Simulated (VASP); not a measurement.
Crystal: Mg.

```xyz
2
Lattice="0.0000 3.1538 3.1538 3.1538 0.0000 3.1538 3.1538 3.1538 0.0000" Properties=species:S:1:pos:R:3 pbc="T T T"
Mg    0.7885    0.7885    0.7885
Mg    5.5192    5.5192    5.5192
```

This isn't the form of Mg at room conditions, which is hcp.

| Item | Value |
| --- | --- |
| Program | VASP 6.6.1 |
| Task | relaxation of cell and atoms |
| Functional | BLYP |
| Potentials or basis | VASP PAW PBE potentials, release 64 (Mg) |
| Cutoff | 600 eV |
| k mesh | 9 × 9 × 9 |
| Occupations | fermi-dirac, width 0.1 eV |
| Spin | no spin polarisation |

At the start: pressure 5.9 GPa; volume 31.37 Å³/atom.

Problem. How do energy, volume and symmetry change on relaxing?

Solution. Over 5 steps the energy falls by 186.3 meV/atom and the volume is 45.40 Å³/atom (+44.7 %); space group Fd-3m (No. 227, to 0.1 Å) before and after.

Step by step:
```csv
step,energy change (eV),largest force (eV/Å),pressure (GPa),volume (Å³)
1,0.0000,0.0000,5.88,62.74
2,-0.2697,0.0000,2.34,73.78
3,-0.3615,0.0000,0.59,84.51
4,-0.3718,0.0000,0.14,89.12
5,-0.3726,0.0000,0.01,90.80
```

Final structure:
```
CELL_PARAMETERS angstrom
0.00000 3.56736 3.56736
3.56736 0.00000 3.56736
3.56736 3.56736 0.00000
ATOMIC_POSITIONS crystal
Mg 0.12500 0.12500 0.12500
Mg 0.87500 0.87500 0.87500
```

Caveat: the volume moved by over 15 % at a fixed basis, so the end points are rough; the PAW data sets were made with another functional, which shifts forces and pressure a little.
